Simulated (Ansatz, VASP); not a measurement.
# Ta2W: VASP beside Ansatz

```
CELL_PARAMETERS angstrom
2.88325 0.00000 0.00000
-1.44163 2.49697 0.00000
0.00000 0.00000 7.06250
ATOMIC_POSITIONS crystal
Ta 0.66667 0.33333 0.83333
Ta 0.33333 0.66667 0.16667
W 0.00000 0.00000 0.50000
```

Alike in both runs: task relaxation of cell and atoms; functional PBE; k mesh 6 × 6 × 4; occupations gaussian, width 0.1 eV; no spin polarisation.

```csv
,VASP,Ansatz
version,VASP 6.6.1,Ansatz 0.2.0
potentials or method,"VASP PAW PBE potentials, release 64 (Ta_pv, W_sv), cutoff 600 eV","scalar-relativistic, plane waves, PAW"
valence electrons in the cell,36,40
```

```csv
,VASP,Ansatz,Ansatz less VASP
"gap on the k mesh at the Fermi level, each at its own relaxed structure (eV)",none,none,-
relaxed volume (Å³/atom),17.96,17.96,+0.003
relaxed length of the cell vector where the two differ most in proportion (Å),7.199,6.489,-0.7105
```

A gap of «none» marks a metal or a gap that the smearing closes. VASP's potentials hold 36 valence electrons a cell and Ansatz's 40, so a difference there can come from the potentials and not from the codes.

The k mesh is coarse, so the values compare programs but aren't converged. Spin-orbit coupling is off throughout.
